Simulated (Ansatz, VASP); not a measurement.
# Cu in VASP and in Ansatz

```
Cu
1.0
     2.53410    0.00000    0.00000
    -1.26705    2.19459    0.00000
     0.00000    0.00000    4.11257
Cu
2
Direct
  0.33333 0.66667 0.25000
  0.66667 0.33333 0.75000
```

Alike in both runs: task single point; functional r2SCAN; k mesh 24 × 24 × 14; occupations gaussian, width 0.15 eV; no spin polarisation.

```csv
,VASP,Ansatz
version,VASP 6.6.1,Ansatz 0.2.0
potentials or method,"VASP PAW PBE potentials, release 64 (Cu), cutoff 520 eV","scalar-relativistic, plane waves, PAW"
valence electrons in the cell,22,38
```

|  | VASP | Ansatz | Ansatz less VASP |
| --- | --- | --- | --- |
| gap on the k mesh at the Fermi level (eV) | none | none | - |
| pressure (GPa) | 1.0 | 0.2 | -0.77 |
| traceless stress, the component that is largest in VASP (GPa) | 1.20 | 1.20 | +0.005 |

VASP's potentials were made for PBE, not for r2SCAN. A gap of «none» marks a metal or a gap that the smearing closes. The functional is the same, so the differences come from potentials, cutoffs and numerics. VASP's potentials hold 22 valence electrons a cell and Ansatz's 38, so a difference there can come from the potentials and not from the codes.
